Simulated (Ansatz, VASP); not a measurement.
## Co: VASP beside Ansatz

```xyz
4
Lattice="2.4586 0.0000 0.0000 -1.2293 2.1292 0.0000 0.0000 0.0000 7.9681" Properties=species:S:1:pos:R:3 pbc="T T T"
Co    2.4586    0.0000    7.9681
Co    2.4586    0.0000    3.9840
Co    0.0000    1.4195    1.9920
Co    1.2293    0.7097    5.9760
```

Alike in both runs: task single point; functional LDA; k mesh 17 × 17 × 5; occupations fermi-dirac, width 0.05 eV; collinear spin.

```csv
,VASP,Ansatz
version,VASP 6.6.1,Ansatz 0.2.0
potentials or method,"VASP PAW LDA potentials, release 64 (Co), cutoff 520 eV","plane waves (420 eV) with PAW, scalar-relativistic"
valence electrons in the cell,36,68
```

|  | VASP | Ansatz | Ansatz less VASP |
| --- | --- | --- | --- |
| pressure (GPa) | -10.5 | -9.4 | +1.04 |
| traceless stress, the component that is largest in VASP (GPa) | -0.08 | -0.21 | -0.133 |
| net moment per atom (μB) | 1.54 | 1.57 | +0.030 |
| size of the moment on the site where the two differ most (μB) | 1.55 | 1.63 | +0.079 |

Ansatz warns that its potentials were made for another functional, while VASP's fit it. LDA's correlation is that of Perdew and Zunger in VASP and of Perdew and Wang (1992) in Ansatz. Site moments also hang on the region over which each program counts them. VASP's potentials hold 36 valence electrons a cell and Ansatz's 68, so a difference there can come from the potentials and not from the codes.
